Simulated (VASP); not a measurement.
Wanted: the native input for a VASP 6.6.1 run.

```yaml
Task: single point
Functional: PBEsol
Potentials_or_basis: VASP PAW PBE potentials, release 64 (W_sv, S)
Cutoff: 520 eV
k_mesh: 12 × 12 × 2
Occupations: gaussian, width 0.05 eV
Spin: no spin polarisation
Dipole_correction: no
Further_INCAR_settings: ALGO = Normal; EDIFF = 1e-06; NBANDS = 35
```

The structure of WS2 lies in POSCAR:

```
WS2
1.0
    3.1461313781      0.0000000000      0.0000000000
   -1.5730656891      2.7246296971      0.0000000000
    0.0000000000      0.0000000000     12.6917314098
W S
2 4
Direct
    0.3333333333      0.6666666667      0.2500000000
    0.6666666667      0.3333333333      0.7500000000
    0.3476366140      0.6666666667      0.6264891170
    0.6809699473      0.3333333333      0.1264891170
    0.3190300527      0.6666666667      0.8735108830
    0.6523633860      0.3333333333      0.3735108830
```

This cell differs from its parent crystal: mode 9 (295.6 1/cm) frozen in, largest displacement +0.045 Å.

One way to write it, as run:

INCAR

```
SYSTEM = WS2
  PREC = Accurate
  ENCUT = 520
  EDIFF = 1E-6
  ISMEAR = 0
  SIGMA = 0.05
  LREAL = .False.
  LASPH = .True.
  NELM = 60
  ALGO = Normal
  ISIF = 2
  LWAVE = .False.
  LCHARG = .True.
  GGA = PS
  LELF = .True.
  LVHAR = .True.
  NBANDS = 35
```

KPOINTS

```
Automatic mesh
0
Gamma
  12 12 2
  0 0 0
```

Potentials or basis: VASP PAW PBE potentials, release 64 (W_sv, S).

The run is started by

```bash
$ cat potpaw_PBE.64/W_sv/POTCAR potpaw_PBE.64/S/POTCAR > POTCAR
$ mpirun -np 1 vasp_std > vasp.out
```

Results of the run:

The pressure is 0.3 GPa, the largest force is 0.467 eV/Å and the band gap on the k mesh is 1.11 eV, indirect (least direct gap 1.86 eV).

Caveat: the cell differs from its parent crystal (mode 9 (295.6 1/cm) frozen in, largest displacement +0.045 Å); the PAW data sets were made with another functional, which shifts forces and pressure a little; spin-orbit coupling is left out, which moves the levels of the heavy elements; this functional lacks dispersion, which binds the layers, so the pressure and a relaxed spacing across them are unreliable.

Run time: 4 min on 1 thread of Intel Xeon 6975P-C, with other jobs on the host, peak memory 0.4 GiB.
